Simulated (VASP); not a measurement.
A run of VASP 6.6.1 is set up as follows.

The input INCAR:

```
SYSTEM = Pd
PREC = Accurate
ENCUT = 400
EDIFF = 1E-6
ISMEAR = -1
SIGMA = 0.01
LREAL = .False.
LASPH = .True.
NELM = 200
ALGO = Normal
ISIF = 2
LWAVE = .False.
LCHARG = .False.
ISPIN = 2
MAGMOM = 2
LORBIT = 11
LMAXMIX = 4
GGA = CA
ISYM = 0
NBANDS = 15
GGA_COMPAT = .False.
```

KPOINTS

```
Automatic mesh
0
Gamma
  1 1 1
  0 0 0
```

Contents of POSCAR:

```
Pd
1.0
   14.0000000000      0.0000000000      0.0000000000
    0.0000000000     14.4000000000      0.0000000000
    0.0000000000      0.0000000000     14.8000000000
Pd
1
Direct
    0.5000000000      0.5000000000      0.5000000000
```

Potentials or basis: VASP PAW LDA potentials, release 64 (Pd).

The run is started by

```sh
$ cat potpaw_LDA.64/Pd/POTCAR > POTCAR
$ mpirun -np 1 vasp_gam > vasp.out
```

Predict the net moment.

0.00 μB per cell.

What does it give for the pressure?

0.0 GPa.

Estimate the band gap on the k mesh.

0.67 eV.
